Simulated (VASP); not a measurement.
# Sr (R-3m) in VASP: further runs

Sr is run at these levels: PBEsol; tasks: single point.

All numbers are computed with VASP 6.6.1; they aren't measurements. Logs are shortened: lines on timing, memory, paths and dates and some standing lists are left out, and cuts for length are marked.

### 1 The cell of the first run

It takes space group R-3m (No. 166, trigonal). The conventional cell has a = 5.747 Å, b = 5.747 Å, c = 5.983 Å, α = 90.00°, β = 90.00°, γ = 120.00°. Within 5.2 Å of Sr (site symmetry -3m) lie 12 Sr at 3.87 to 5.19 Å.

### 2 Single point, PBEsol

File INCAR:

```
SYSTEM = Sr
ALGO = Fast ; EDIFF = 1E-7
ENCUT = 520 ; GGA = PS
ISIF = 2 ; ISMEAR = 0
LASPH = .True. ; LCHARG = .True.
LELF = .True. ; LREAL = .False.
LVHAR = .True. ; LWAVE = .False.
NBANDS = 11 ; NELM = 80
PREC = Accurate ; SIGMA = 0.15
```

File KPOINTS:

```
k-points
0
Gamma
  16 16 16
  0 0 0
```

File POSCAR:

```
Sr
1.0
   -1.5577652700      2.5059702169      2.5059702169
    2.5059702169     -1.5577652700      2.5059702169
    2.5059702169      2.5059702169     -1.5577652700
Sr
1
Direct
    0.0000000000      0.0000000000      0.0000000000
```

Potentials or basis: VASP PAW PBE potentials, release 64 (Sr_sv).

The run is started by

```console
cat potpaw_PBE.64/Sr_sv/POTCAR > POTCAR
mpirun -np 1 vasp_std > vasp.out
```

OUTCAR:

```text
SYSTEM = Sr
   EDIFF = 1E-7
   ENCUT = 520
   GGA = PS
   ISIF = 2
   ISMEAR = 0
   LASPH = .True.
   LREAL = .False.
   NELM = 80
   PREC = Accurate

 ion  position               nearest neighbor table
   1  0.000  0.000  0.000-

  LATTYP: Found a trigonal (rhomboedric) cell.
 ALAT       =     3.8712279825
 COS(alpha) =    -0.1019283747

  Lattice vectors:

 A1 = (  -1.5577652700,   2.5059702169,   2.5059702169)
 A2 = (   2.5059702169,  -1.5577652700,   2.5059702169)
 A3 = (   2.5059702169,   2.5059702169,  -1.5577652700)

Analysis of symmetry for initial positions (statically):
=====================================================================
 Subroutine PRICEL returns:
 Original cell was already a primitive cell.

 Routine SETGRP: Setting up the symmetry group for a
 trigonal (rhombohedral) supercell.

 Subroutine GETGRP returns: Found 12 space group operations
 (whereof 12 operations were pure point group operations)
 out of a pool of 12 trial point group operations.

The static configuration has the point symmetry D_3d.

Analysis of symmetry for dynamics (positions and initial velocities):
=====================================================================
 Subroutine PRICEL returns:
 Original cell was already a primitive cell.

 Routine SETGRP: Setting up the symmetry group for a
 trigonal (rhombohedral) supercell.

 Subroutine GETGRP returns: Found 12 space group operations
 (whereof 12 operations were pure point group operations)
 out of a pool of 12 trial point group operations.

The dynamic configuration has the point symmetry D_3d.

 Subroutine INISYM returns: Found 12 space group operations
 (whereof 12 operations are pure point group operations),
 and found     1 'primitive' translations

----------------------------------------------------------------------------------------

                                     Primitive cell

  volume of cell :      57.0421

  direct lattice vectors                    reciprocal lattice vectors
    -1.557765270  2.505970217  2.505970217    -0.067551100  0.178527908  0.178527908
     2.505970217 -1.557765270  2.505970217     0.178527908 -0.067551100  0.178527908
     2.505970217  2.505970217 -1.557765270     0.178527908  0.178527908 -0.067551100

  length of vectors
     3.871227982  3.871227982  3.871227982     0.261357187  0.261357187  0.261357187

  position of ions in fractional coordinates (direct lattice)
     0.000000000  0.000000000  0.000000000

  ion indices of the primitive-cell ions
   primitive index   ion index
[... 81 lines left out ...]
   POTIM  = 0.5000    time-step for ionic-motion
   TEBEG  =    0.0;   TEEND  =   0.0 temperature during run
   PSTRESS=    0.0 pullay stress
   NELECT =      10.0000    total number of electrons
   NUPDOWN=      -1.0000    fix difference up-down
   EMIN   =  10.00;   EMAX   =-10.00  energy-range for DOS
   EFERMI =   0.00;   METHOD = LEGACY
   ISMEAR =     0;   SIGMA  =   0.15  broadening in eV -4-tet -1-fermi 0-gaus
   EFERMI_NEDOS =   21; number of points for ismear=-14 and -15
   IALGO  =     68    algorithm
   IMIX   =      4    mixing-type and parameters
     AMIX     =   0.40;   BMIX     =  1.00
     AMIX_MAG =   1.60;   BMIX_MAG =  1.00
  volume/ion in A,a.u.               =      57.04       384.94
  Fermi-wavevector in a.u.,A,eV,Ry     =   0.916241  1.731445 11.422060  0.839498
  Thomas-Fermi vector in A             =   2.041074
   LORBIT       =      0    0 simple, 1 ext, 2 COOP (PROOUT), +10 PAW based schemes
   GGA     = PS    functional components
   LHFCALC =     F    Hartree Fock is set to
   AEXX    =    0.0000 exact exchange contribution
   IVDW    =     0    specifies the selected vdW correction
   LEPSILON=     F    determine dielectric tensor
   LRPA    =     F    only Hartree local field effects (RPA)
 non-spin polarized calculation
 RMM-DIIS sequential band-by-band and
 Gauss-broadening in eV      SIGMA  =   0.15
  energy-cutoff  :      520.00
  volume of cell :       57.04
 maximum number of plane-waves:      1558
 NGX is ok and might be reduce to    30

 number of electron      10.0000000 magnetization

 Free energy of the ion-electron system (eV)
  ---------------------------------------------------
  ext. energy  EPLUGINS =         0.00000000
  ---------------------------------------------------
  free energy    TOTEN  =        -1.49035864 eV

  energy without entropy =       -1.47495667  energy(sigma->0) =       -1.48265765

 E-fermi :   1.2315     XC(G=0):  -7.3067

 val. band max:        1.2296319219   @ k =   0.4375   0.0625   0.0625
 cond. band min:       1.2492386895   @ k =   0.4375   0.0625  -0.0000
 fundamental gap:      0.0196067676
 Fermi energy:         1.2314645275

 k-point     1 :       0.0000    0.0000    0.0000
  band No.  band energies     occupation
      1     -35.4886      2.00000
      2     -17.3601      2.00000
      3     -17.3566      2.00000
      4     -17.3566      2.00000
      5      -2.1945      2.00000
      6       2.0533      0.00000
      7       2.0533      0.00000
      8       5.8507      0.00000
      9       6.0592      0.00000
     10       6.0592      0.00000
     11       8.4035      0.00000
[... 309 lines left out ...]
 k-point    24 :      -0.0625    0.0625    0.0000
  band No.  band energies     occupation
      1     -35.4873      2.00000
      2     -17.3676      2.00000
      3     -17.3670      2.00000
      4     -17.3561      2.00000
      5      -2.1015      2.00000
      6       2.0890      0.00000
      7       2.1165      0.00000
      8       5.5693      0.00000
      9       5.9083      0.00000
     10       5.9109      0.00000
     11       8.5819      0.00000

 [... further k-points ...]

------------------------ aborting loop because EDIFF is reached ----------------------------------------

  FORCE on cell =-STRESS in cart. coord.  units (eV):
  Direction    XX          YY          ZZ          XY          YZ          ZX
  --------------------------------------------------------------------------------------
  -------------------------------------------------------------------------------------
  Total       -0.1810690     -0.1810690     -0.1810690     -0.2357029     -0.2357029     -0.2357029
  in kB       -5.0858033     -5.0858033     -5.0858033     -6.6203396     -6.6203396     -6.6203396
  external PRESSURE =      -5.0858033 kB  Pullay stress =       0.0000000 kB

 VOLUME and BASIS-vectors are now :
 -----------------------------------------------------------------------------
  energy-cutoff  :      520.00
  volume of cell :       57.04
      direct lattice vectors                 reciprocal lattice vectors
    -1.557765270  2.505970217  2.505970217    -0.067551100  0.178527908  0.178527908
     2.505970217 -1.557765270  2.505970217     0.178527908 -0.067551100  0.178527908
     2.505970217  2.505970217 -1.557765270     0.178527908  0.178527908 -0.067551100

 POSITION                                       TOTAL-FORCE (eV/Angst)
 -----------------------------------------------------------------------------------
      0.00000      0.00000      0.00000        -0.000000      0.000000      0.000000
 -----------------------------------------------------------------------------------
    total drift:                               -0.000000     -0.000000      0.000000

  FREE ENERGIE OF THE ION-ELECTRON SYSTEM (eV)
  ---------------------------------------------------
  free  energy   TOTEN  =        -1.4903586364 eV

  energy  without entropy=       -1.4749566719  energy(sigma->0) =       -1.48265765
```

OSZICAR:

```text
N       E                     dE             d eps       ncg     rms          rms(c)
DAV:   1     0.362144936521E+02    0.36214E+02   -0.47218E+03  9182   0.779E+02
DAV:   2     0.258057960343E+00   -0.35956E+02   -0.35339E+02 10685   0.151E+02
DAV:   3    -0.141439720561E+01   -0.16725E+01   -0.16562E+01 13701   0.242E+01
DAV:   4    -0.149660311965E+01   -0.82206E-01   -0.81784E-01 12279   0.466E+00
DAV:   5    -0.149843810061E+01   -0.18350E-02   -0.18347E-02 13348   0.555E-01    0.118E+01
RMM:   6    -0.149387117175E+01    0.45669E-02   -0.60558E-03 10602   0.908E-01    0.667E+00
RMM:   7    -0.148994040088E+01    0.39308E-02   -0.15802E-02 11766   0.136E+00    0.245E-01
RMM:   8    -0.149022091992E+01   -0.28052E-03   -0.46284E-03 13476   0.381E-01    0.902E-02
RMM:   9    -0.149032585219E+01   -0.10493E-03   -0.74459E-04 15394   0.114E-01    0.858E-02
RMM:  10    -0.149034860070E+01   -0.22749E-04   -0.15878E-04 14394   0.844E-02    0.143E-01
RMM:  11    -0.149035435606E+01   -0.57554E-05   -0.82459E-05 15217   0.409E-02    0.126E-02
RMM:  12    -0.149035649844E+01   -0.21424E-05   -0.21094E-05 16597   0.166E-02    0.110E-02
RMM:  13    -0.149035751956E+01   -0.10211E-05   -0.85302E-06 15459   0.108E-02    0.558E-03
RMM:  14    -0.149035798776E+01   -0.46820E-06   -0.44282E-06 13882   0.664E-03    0.147E-03
RMM:  15    -0.149035837529E+01   -0.38753E-06   -0.23612E-06 12339   0.494E-03    0.340E-04
RMM:  16    -0.149035853656E+01   -0.16127E-06   -0.13946E-06 10748   0.324E-03    0.353E-04
RMM:  17    -0.149035863645E+01   -0.99881E-07   -0.86455E-07  9348   0.238E-03
   1 F= -.14903586E+01 E0= -.14826577E+01  d E =-.154020E-01
```

Run time: 2.9 min. Hardware: 1 thread of Intel Xeon 6975P-C (Granite Rapids), shared host; peak memory 0.37 GiB.

Results:

- Free energy: -1.4904 eV
- Pressure: -0.5 GPa
- Band gap on the k mesh: zero (bands 5 and 6 overlap by 0.71 eV)

Stress tensor (GPa, compression positive):
```
-0.51 -0.66 -0.66
-0.66 -0.51 -0.66
-0.66 -0.66 -0.51
```

Caveat: the PAW data sets were made with another functional, which shifts forces and pressure a little.

### 3 Single point, PBEsol

This run uses another cell than the first one, of the same volume but with other edges.

File INCAR:

```
SYSTEM = Sr
PREC = Accurate
ENCUT = 520
EDIFF = 1E-6
ISMEAR = 0
SIGMA = 0.15
LREAL = .FALSE.
LASPH = .TRUE.
NELM = 80
ALGO = Fast
ISIF = 2
LWAVE = .FALSE.
LCHARG = .FALSE.
GGA = PS
NBANDS = 11
```

File KPOINTS:

```
regular mesh
0
G
  16 16 16
  0 0 0
```

File POSCAR:

```
Sr
1.0
   -2.5423453681      2.4264077943      2.4264077943
    2.4264077943     -2.5423453681      2.4264077943
    2.4264077943      2.4264077943     -2.5423453681
Sr
1
Direct
    0.0000000000      0.0000000000      0.0000000000
```

Potentials or basis: VASP PAW PBE potentials, release 64 (Sr_sv).

The run is started by

```console
cat potpaw_PBE.64/Sr_sv/POTCAR > POTCAR
mpirun -np 1 vasp_std > vasp.out
```

Run time: 90 s. Hardware: 1 thread of Intel Xeon 6975P-C (Granite Rapids), shared host; peak memory 0.38 GiB.

It converged, with:

```
Free energy            : -1.8050 eV
Pressure               : -1.0 GPa
Band gap on the k mesh : zero (bands 5 and 6 overlap by 0.36 eV)
```

Stress tensor (GPa, compression positive):
```
-1.04  0.64  0.64
 0.64 -1.04  0.64
 0.64  0.64 -1.04
```

Levels at points of the mesh, in eV from the Fermi level:
| k point | band 3 | band 4 | band 5 | band 6 | band 7 | band 8 |
| --- | --- | --- | --- | --- | --- | --- |
| (0.00, 0.00, 0.00) | -18.53 | -18.51 | -3.59 | 1.98 | 2.42 | 2.42 |
| (0.50, 0.00, 0.00) | -18.59 | -18.52 | -0.89 | 0.35 | 1.23 | 3.25 |
| (0.50, 0.50, 0.00) | -18.57 | -18.52 | -1.09 | 0.05 | 1.13 | 3.60 |
| (0.50, 0.50, 0.50) | -18.63 | -18.63 | -0.08 | -0.08 | 3.48 | 3.48 |

Caveat: the PAW data sets were made with another functional, which shifts forces and pressure a little.

### 4 Single point, PBEsol

This run uses another cell than the first one, of the same volume but with other edges.

File INCAR:

```
SYSTEM = Sr
PREC = Accurate
ENCUT = 520
EDIFF = 1E-7
ISMEAR = 0
SIGMA = 0.15
LREAL = .FALSE.
LASPH = .TRUE.
NELM = 100
ALGO = Fast
ISIF = 2
LWAVE = .FALSE.
LCHARG = .TRUE.
GGA = PS
LELF = .TRUE.
LVHAR = .TRUE.
NBANDS = 11
```

File KPOINTS:

```
Automatic mesh
0
G
  16 16 16
  0 0 0
```

File POSCAR:

```
Sr
1.0
   -2.3005521783      2.4266098319      2.4266098319
    2.4266098319     -2.3005521783      2.4266098319
    2.4266098319      2.4266098319     -2.3005521783
Sr
1
Direct
    0.0000000000      0.0000000000      0.0000000000
```

The run is started by

```console
cat potpaw_PBE.64/Sr_sv/POTCAR > POTCAR
mpirun -np 1 vasp_std > vasp.out
```

Wall time 99 s (1 thread of Intel Xeon 6975P-C (Granite Rapids), shared host); peak memory 0.38 GiB.

Results (log left out):

```
Free energy            : -1.8060 eV
Pressure               : -1.0 GPa
Band gap on the k mesh : zero (bands 5 and 6 overlap by 0.39 eV)
```

Stress tensor (GPa, compression positive):
```
-1.04 -0.52 -0.52
-0.52 -1.04 -0.52
-0.52 -0.52 -1.04
```

Levels at points of the mesh, in eV from the Fermi level:
```csv
k point,band 1,band 2,band 3,band 4,band 5,band 6,band 7,band 8,band 9,band 10
"(0.00, 0.00, 0.00)",-36.62,-18.53,-18.52,-18.52,-3.59,2.09,2.09,2.67,3.68,3.68
"(0.50, 0.00, 0.00)",-36.61,-18.69,-18.56,-18.52,-1.09,0.05,1.17,3.55,4.21,4.94
"(0.50, 0.50, 0.00)",-36.60,-18.71,-18.60,-18.52,-0.89,0.35,1.19,3.31,3.91,5.36
"(0.50, 0.50, 0.50)",-36.59,-18.67,-18.67,-18.61,-0.08,-0.08,3.48,3.49,3.49,4.33
```

Caveat: the PAW data sets were made with another functional, which shifts forces and pressure a little.

### 5 Single point, PBEsol

This run uses another cell than the first one, of the same volume but with other edges.

File INCAR:

```
SYSTEM = Sr
PREC     = Accurate       ! precision mode
ENCUT    = 520            ! plane-wave cutoff, eV
EDIFF    = 1E-6           ! SCF threshold, eV
ISMEAR   = 0              ! smearing method
SIGMA    = 0.15           ! smearing width, eV
LREAL    = .False.        ! projectors in reciprocal space
LASPH    = .True.         ! aspherical terms in the spheres
NELM     = 100            ! most SCF steps
ALGO     = Fast           ! electronic algorithm
ISIF     = 2              ! what is computed and relaxed
LWAVE    = .False.        ! write WAVECAR
LCHARG   = .True.         ! write CHGCAR
GGA      = PS             ! functional
LELF     = .True.         ! ELF
LVHAR    = .True.       
NBANDS   = 11             ! bands
```

File KPOINTS:

```
Automatic mesh
0
Gamma
  16 16 16
  0 0 0
```

File POSCAR:

```
Sr
1.0
   -3.5645266370      2.5460904550      2.5460904550
    2.5460904550     -3.5645266370      2.5460904550
    2.5460904550      2.5460904550     -3.5645266370
Sr
1
Direct
    0.0000000000      0.0000000000      0.0000000000
```

The run is started by

```console
cat potpaw_PBE.64/Sr_sv/POTCAR > POTCAR
mpirun -np 1 vasp_std > vasp.out
```

It took 4.5 min on 1 thread of AMD EPYC 9R45 (Zen 5), shared host; peak memory 0.41 GiB.

The run converged. Its results:

| Property | Result |
| --- | --- |
| Free energy | 0.3119 eV |
| Pressure | 3.0 GPa |
| Band gap on the k mesh | zero (bands 5 and 6 overlap by 0.95 eV) |

Stress tensor (GPa, compression positive):
```
3.01 7.97 7.97
7.97 3.01 7.97
7.97 7.97 3.01
```

Levels at points of the mesh, in eV from the Fermi level:
```tsv
k point	band 3	band 4	band 5	band 6	band 7	band 8
(0.00, 0.00, 0.00)	-18.88	-16.68	-2.71	0.15	1.33	1.33
(0.50, 0.00, 0.00)	-18.15	-18.14	-0.39	-0.04	3.45	3.75
(0.50, 0.50, 0.00)	-18.89	-16.68	-0.96	-0.11	0.15	2.40
(0.50, 0.50, 0.50)	-18.15	-18.15	-0.42	-0.42	4.58	4.58
```

Caveat: the cell stands under pressure; the PAW data sets were made with another functional, which shifts forces and pressure a little.

[end of part 1 of 2]
